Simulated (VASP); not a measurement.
# HC16 (a cell with a defect) in VASP: relaxation of the atoms with PBE

Aim: the relaxation of the atoms of HC16 (a cell with a defect) with PBE.

Program: VASP 6.6.1. These are calculated values, not measurements. Logs are shortened: lines on timing, memory, paths and dates and some standing lists are left out, and cuts for length are marked.

### 1 The cell of the first run

The cell holds a defect, 17 atoms: a = 4.933 Å, b = 4.933 Å, c = 9.036 Å, α = 74.16°, β = 74.16°, γ = 60.00°.

### 2 Relaxation of the atoms, PBE (with an interstitial atom)

Contents of INCAR:

```
SYSTEM = HC16
ALGO = Fast
EDIFF = 1E-6
EDIFFG = -0.025
ENCUT = 520
GGA = PE
IBRION = 2
ISIF = 2
ISMEAR = 0
LASPH = .True.
LCHARG = .False.
LREAL = Auto
LWAVE = .False.
NELM = 60
NSW = 65
PREC = Accurate
SIGMA = 0.1
```

Contents of KPOINTS:

```
k-points
0
Gamma
  6 6 6
  0 0 0
```

Contents of POSCAR:

```
HC16
1.0
   -4.9330325621      0.0000000000      0.0000000000
   -2.4665162811     -4.2721315165      0.0000000000
   -2.4665162811     -1.4240438388      8.5756696909
C H
16 1
Direct
    0.5824380711      0.5824380711      0.7526857867
    0.0824380711      0.5824380711      0.7526857867
    0.5824380711      0.0824380711      0.7526857867
    0.0824380711      0.0824380711      0.7526857867
    0.2491081506      0.2491081506      0.7526755483
    0.7491081506      0.2491081506      0.7526755483
    0.2491081506      0.7491081506      0.7526755483
    0.7491081506      0.7491081506      0.7526755483
    0.7508918494      0.7508918494      0.2473244517
    0.2508918494      0.7508918494      0.2473244517
    0.7508918494      0.2508918494      0.2473244517
    0.2508918494      0.2508918494      0.2473244517
    0.4175619289      0.4175619289      0.2473142133
    0.9175619289      0.4175619289      0.2473142133
    0.4175619289      0.9175619289      0.2473142133
    0.9175619289      0.9175619289      0.2473142133
    0.5000000000      0.5000000000      0.5000000000
```

Potentials or basis: VASP PAW PBE potentials, release 64 (C, H).

Launch:

```sh
$ cat potpaw_PBE.64/C/POTCAR potpaw_PBE.64/H/POTCAR > POTCAR
$ mpirun -np 1 vasp_std > vasp.out
```

OUTCAR:

```text
SYSTEM = HC16
   EDIFF = 1E-6
   EDIFFG = -0.025
   ENCUT = 520
   GGA = PE
   IBRION = 2
   ISIF = 2
   ISMEAR = 0
   LASPH = .True.
   LREAL = Auto
   NELM = 60
   NSW = 65
   PREC = Accurate

 ion  position               nearest neighbor table
   1  0.582  0.582  0.753-   7 1.42   6 1.42   8 1.42
   2  0.082  0.582  0.753-   8 1.42   5 1.42   7 1.42
   3  0.582  0.082  0.753-   5 1.42   8 1.42   6 1.42
   4  0.082  0.082  0.753-   6 1.42   7 1.42   5 1.42
   5  0.249  0.249  0.753-   3 1.42   2 1.42   4 1.42
   6  0.749  0.249  0.753-   4 1.42   1 1.42   3 1.42
[... 8 lines left out ...]
  15  0.418  0.918  0.247-   9 1.42  12 1.42  10 1.42
  16  0.918  0.918  0.247-  10 1.42  11 1.42   9 1.42
  17  0.500  0.500  0.500-

  LATTYP: Found a trigonal (rhomboedric) cell.
 ALAT       =     9.0362444670
 COS(alpha) =     0.8509877319

  Lattice vectors:

 A1 = (   2.4665162810,  -1.4240438388,   8.5756696909)
 A2 = (  -0.0000000000,   2.8480876777,   8.5756696909)
 A3 = (  -2.4665162811,  -1.4240438388,   8.5756696909)

Analysis of symmetry for initial positions (statically):
=====================================================================
 Subroutine PRICEL returns:
 Original cell was already a primitive cell.

 Routine SETGRP: Setting up the symmetry group for a
 trigonal (rhombohedral) supercell.

 Subroutine GETGRP returns: Found 12 space group operations
 (whereof 12 operations were pure point group operations)
 out of a pool of 12 trial point group operations.

The static configuration has the point symmetry D_3d.

Analysis of symmetry for dynamics (positions and initial velocities):
=====================================================================
 Subroutine PRICEL returns:
 Original cell was already a primitive cell.

 Routine SETGRP: Setting up the symmetry group for a
 trigonal (rhombohedral) supercell.

 Subroutine GETGRP returns: Found 12 space group operations
 (whereof 12 operations were pure point group operations)
 out of a pool of 12 trial point group operations.

The dynamic configuration has the point symmetry D_3d.

 Subroutine INISYM returns: Found 12 space group operations
 (whereof 12 operations are pure point group operations),
 and found     1 'primitive' translations

[... 140 lines left out ...]
   EFERMI_NEDOS =   21; number of points for ismear=-14 and -15
   IALGO  =     68    algorithm
   IMIX   =      4    mixing-type and parameters
     AMIX     =   0.40;   BMIX     =  1.00
     AMIX_MAG =   1.60;   BMIX_MAG =  1.00
  volume/ion in A,a.u.               =      10.63        71.74
  Fermi-wavevector in a.u.,A,eV,Ry     =   1.164225  2.200067 18.441619  1.355421
  Thomas-Fermi vector in A             =   2.300766
   LORBIT       =      0    0 simple, 1 ext, 2 COOP (PROOUT), +10 PAW based schemes
   GGA     = PE    functional components
   LHFCALC =     F    Hartree Fock is set to
   AEXX    =    0.0000 exact exchange contribution
   IVDW    =     0    specifies the selected vdW correction
   LEPSILON=     F    determine dielectric tensor
   LRPA    =     F    only Hartree local field effects (RPA)
 conjugate gradient relaxation of ions
 non-spin polarized calculation
 RMM-DIIS sequential band-by-band and
 Gauss-broadening in eV      SIGMA  =   0.10
  energy-cutoff  :      520.00
  volume of cell :      180.73
 maximum number of plane-waves:      4886
 NGX is ok and might be reduce to    40
   NGX = 19   NGY = 19   NGZ = 33

--------------------------------------- Ionic step        1  -------------------------------------------

 number of electron      64.9999999 magnetization

 Free energy of the ion-electron system (eV)
  ---------------------------------------------------
  ext. energy  EPLUGINS =         0.00000000
  ---------------------------------------------------
  free energy    TOTEN  =      -147.89134497 eV

  energy without entropy =     -147.86286902  energy(sigma->0) =     -147.87710700

------------------------ aborting loop because EDIFF is reached ----------------------------------------

  FORCE on cell =-STRESS in cart. coord.  units (eV):
  Direction    XX          YY          ZZ          XY          YZ          ZX
  --------------------------------------------------------------------------------------
  -------------------------------------------------------------------------------------
  Total        0.3169640      0.3169640      0.8460215      0.0000000      0.0000000     -0.0000000
  in kB        2.8099195      2.8099195      7.5000701      0.0000000      0.0000000     -0.0000000
  external PRESSURE =       4.3733030 kB  Pullay stress =       0.0000000 kB
[... 134 lines left out ...]
  FREE ENERGIE OF THE ION-ELECTRON SYSTEM (eV)
  ---------------------------------------------------
  free  energy   TOTEN  =      -147.8923849753 eV

  energy  without entropy=     -147.8639617895  energy(sigma->0) =     -147.87817338

[... ionic steps 4 to 26 ...]

--------------------------------------- Ionic step       27  -------------------------------------------

 number of electron      65.0000004 magnetization

------------------------ aborting loop because EDIFF is reached ----------------------------------------
[... 97 lines left out ...]
--------------------------------------- Ionic step       29  -------------------------------------------

 number of electron      65.0000004 magnetization

 Free energy of the ion-electron system (eV)
  ---------------------------------------------------
  ext. energy  EPLUGINS =         0.00000000
  ---------------------------------------------------
  free energy    TOTEN  =      -147.94289351 eV

  energy without entropy =     -147.91318535  energy(sigma->0) =     -147.92803943

 E-fermi :   2.3893     XC(G=0):  -8.9302

 val. band max:        2.3665310898   @ k =  -0.3333  -0.3333   0.1667
 cond. band min:       2.4089025777   @ k =  -0.3333   0.1667   0.0000
 fundamental gap:      0.0423714879
 Fermi energy:         2.3892626928

 k-point     1 :       0.0000    0.0000    0.0000
  band No.  band energies     occupation
      1     -16.8829      2.00000
      2     -16.8166      2.00000
      3     -11.6305      2.00000
      4     -11.6216      2.00000
      5     -11.6216      2.00000
      6     -11.6117      2.00000
[... 1045 lines left out ...]
     40       8.1644      0.00000
     41       8.8707      0.00000

 [... further k-points ...]
[... 5 lines left out ...]
  --------------------------------------------------------------------------------------
  -------------------------------------------------------------------------------------
  Total       -0.2159761     -0.2159761      0.8531737     -0.0000000      0.0000000     -0.0000000
  in kB       -1.9146513     -1.9146513      7.5634751     -0.0000000      0.0000000     -0.0000000
  external PRESSURE =       1.2447242 kB  Pullay stress =       0.0000000 kB
[... 32 lines left out ...]
  FREE ENERGIE OF THE ION-ELECTRON SYSTEM (eV)
  ---------------------------------------------------
  free  energy   TOTEN  =      -147.9428935078 eV

  energy  without entropy=     -147.9131853529  energy(sigma->0) =     -147.92803943

 reached required accuracy - stopping structural energy minimisation
```

OSZICAR:

```text
N       E                     dE             d eps       ncg     rms          rms(c)
DAV:   1     0.334200360558E+03    0.33420E+03   -0.31939E+04  2624   0.142E+03
DAV:   2    -0.126084283169E+03   -0.46028E+03   -0.44088E+03  3407   0.306E+02
DAV:   3    -0.157336123313E+03   -0.31252E+02   -0.30923E+02  3136   0.843E+01
[... 244 lines left out ...]
  28 F= -.14794280E+03 E0= -.14792794E+03  d E =-.789020E-03
       N       E                     dE             d eps       ncg     rms          rms(c)
DAV:   1    -0.147942886623E+03   -0.88144E-04   -0.15978E-02  2677   0.662E-01    0.208E-02
RMM:   2    -0.147942893736E+03   -0.71136E-05   -0.14409E-04  2624   0.693E-02    0.133E-02
RMM:   3    -0.147942893059E+03    0.67753E-06   -0.31295E-05  2689   0.308E-02    0.233E-03
RMM:   4    -0.147942893508E+03   -0.44896E-06   -0.55244E-06  2098   0.127E-02
  29 F= -.14794289E+03 E0= -.14792804E+03  d E =-.951493E-04
```

Run time: 2.2 h. Hardware: 1 thread of Oxide Virtual Turin-like, shared host; peak memory 0.38 GiB.

Results:

```yaml
Free_energy: -147.9429 eV
Energy_gained_by_relaxing: 3.0 meV/atom
Ionic_steps: 29
Pressure_after_relaxing: 0.1 GPa
Largest_force_after_relaxing: 0.020 eV/Å
Band_gap_on_the_k_mesh: zero (an odd number of electrons rules out a gap without spin polarisation)
```

Forces on the atoms (eV/Å):
```
C    0.006  0.003 -0.004
C   -0.006  0.003 -0.004
C    0.000 -0.006 -0.004
C    0.000  0.000 -0.001
C   -0.003 -0.002 -0.009
C    0.003 -0.002 -0.009
C    0.000  0.003 -0.009
C    0.000  0.000  0.020
C    0.003  0.002  0.009
C   -0.003  0.002  0.009
C    0.000 -0.003  0.009
C    0.000  0.000 -0.020
C   -0.006 -0.003  0.004
C    0.006 -0.003  0.004
C    0.000  0.006  0.004
C    0.000  0.000  0.001
H    0.000  0.000  0.000
```

Step by step:
```
step  energy change (eV)  largest force (eV/Å)  pressure (GPa)
   1              0.0000                0.1129            0.44
   2              0.0003                0.1700            0.44
   3             -0.0010                0.0765            0.44
   4             -0.0022                0.0329            0.43
   5             -0.0022                0.0361            0.43
   6             -0.0028                0.0353            0.42
   7             -0.0042                0.0854            0.42
   8             -0.0051                0.2219            0.41
   9             -0.0052                0.2217            0.41
  10             -0.0053                0.2208            0.41
  11             -0.0056                0.2197            0.41
  12             -0.0063                0.2173            0.42
  13             -0.0074                0.2121            0.40
  14             -0.0096                0.2044            0.39
  15             -0.0140                0.1878            0.34
  16             -0.0236                0.1602            0.28
  17             -0.0371                0.2206            0.19
  18             -0.0401                0.4103            0.11
  19             -0.0423                0.2932            0.18
  20             -0.0422                0.3447            0.16
  21             -0.0495                0.1494            0.13
  22             -0.0496                0.1185            0.13
  23             -0.0496                0.1317            0.14
  24             -0.0496                0.1262            0.12
  25             -0.0506                0.0895            0.13
  26             -0.0507                0.0750            0.13
  27             -0.0514                0.0378            0.12
  28             -0.0515                0.0337            0.12
  29             -0.0515                0.0200            0.12
```

Final structure:
```yaml
crystal:
  lattice:
    - [-4.93303, 0.00000, 0.00000]
    - [-2.46652, -4.27213, 0.00000]
    - [-2.46652, -1.42404, 8.57567]
  atoms:
    - { symbol: C, position: [0.57299, 0.57299, 0.78120] }
    - { symbol: C, position: [0.07283, 0.57299, 0.78120] }
    - { symbol: C, position: [0.57299, 0.07283, 0.78120] }
    - { symbol: C, position: [0.07274, 0.07274, 0.78178] }
    - { symbol: C, position: [0.23953, 0.23953, 0.78126] }
    - { symbol: C, position: [0.73968, 0.23953, 0.78126] }
    - { symbol: C, position: [0.23953, 0.73968, 0.78126] }
    - { symbol: C, position: [0.73947, 0.73947, 0.78158] }
    - { symbol: C, position: [0.76047, 0.76047, 0.21874] }
    - { symbol: C, position: [0.26032, 0.76047, 0.21874] }
    - { symbol: C, position: [0.76047, 0.26032, 0.21874] }
    - { symbol: C, position: [0.26053, 0.26053, 0.21842] }
    - { symbol: C, position: [0.42701, 0.42701, 0.21880] }
    - { symbol: C, position: [0.92717, 0.42701, 0.21880] }
    - { symbol: C, position: [0.42701, 0.92717, 0.21880] }
    - { symbol: C, position: [0.92726, 0.92726, 0.21822] }
    - { symbol: H, position: [0.50000, 0.50000, 0.50000] }
```

Levels at points of the mesh, in eV from the Fermi level:
```tsv
k point	band 31	band 32	band 33	band 34	band 35	band 36
(0.00, 0.00, 0.00)	-2.01	-2.00	-0.60	1.90	1.92	1.92
(0.50, 0.00, 0.00)	-2.37	-2.29	0.06	3.01	3.01	3.20
(0.50, 0.50, 0.00)	-2.21	-2.21	0.08	3.05	3.05	3.15
(0.00, 0.00, 0.50)	-1.95	-1.95	-0.50	1.84	1.84	2.11
```

Caveat: the cell differs from its parent crystal (with an interstitial atom).

The gap in the log of VASP goes by the Fermi energy; the results here count the filled bands.